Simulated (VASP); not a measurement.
Write the native input for VASP 6.6.1 that does the following.

```
Task                   : single point
Functional             : PBEsol
Potentials or basis    : VASP PAW PBE potentials, release 64 (Sb)
Cutoff                 : 500 eV
k mesh                 : 10 × 10 × 10
Occupations            : fermi-dirac, width 0.1 eV
Spin                   : no spin polarisation
Dipole correction      : no
Further INCAR settings : ALGO = Normal; EDIFF = 1e-06; NBANDS = 12
```

The structure of Sb lies in POSCAR:

```
Sb
1.0
    0.0000000000      3.4342575737      3.4342575737
    3.4342575737      0.0000000000      3.4342575737
    3.4342575737      3.4342575737      0.0000000000
Sb
2
Direct
   -0.1250000000     -0.1250000000     -0.1250000000
    0.1250000000      0.1250000000      0.1250000000
```

This isn't the form of Sb at room conditions, which is rhombohedral.

These files were run (other wordings do the same):

INCAR

```
PREC     = Accurate       # precision mode
ENCUT    = 500            # plane-wave cutoff, eV
EDIFF    = 1E-6           # SCF threshold, eV
ISMEAR   = -1             # smearing method
SIGMA    = 0.1            # smearing width, eV
LREAL    = False          # projectors in reciprocal space
LASPH    = True           # aspherical terms in the spheres
NELM     = 120            # most SCF steps
ALGO     = Normal         # electronic algorithm
ISIF     = 2              # what is computed and relaxed
LWAVE    = False          # write WAVECAR
LCHARG   = False          # write CHGCAR
GGA      = PS             # functional
NBANDS   = 12             # bands
GGA_COMPAT= False
```

KPOINTS

```
regular mesh
0
Gamma
  10 10 10
```

Potentials or basis: VASP PAW PBE potentials, release 64 (Sb).

Launch:

```bash
$ cat potpaw_PBE.64/Sb/POTCAR > POTCAR
$ mpirun -np 1 vasp_std > vasp.out
```

It gave:

```
Pressure               : 0.1 GPa
Band gap on the k mesh : zero (bands 5 and 6 overlap by 1.19 eV)
```

Caveat: the PAW data sets were made with another functional, which shifts forces and pressure a little; spin-orbit coupling is left out, which moves the levels of the heavy elements.

Run time: 34 s on 1 thread of Intel(R) Xeon(R) 6975P-C (Granite Rapids) (shared host), peak memory 0.21 GiB.
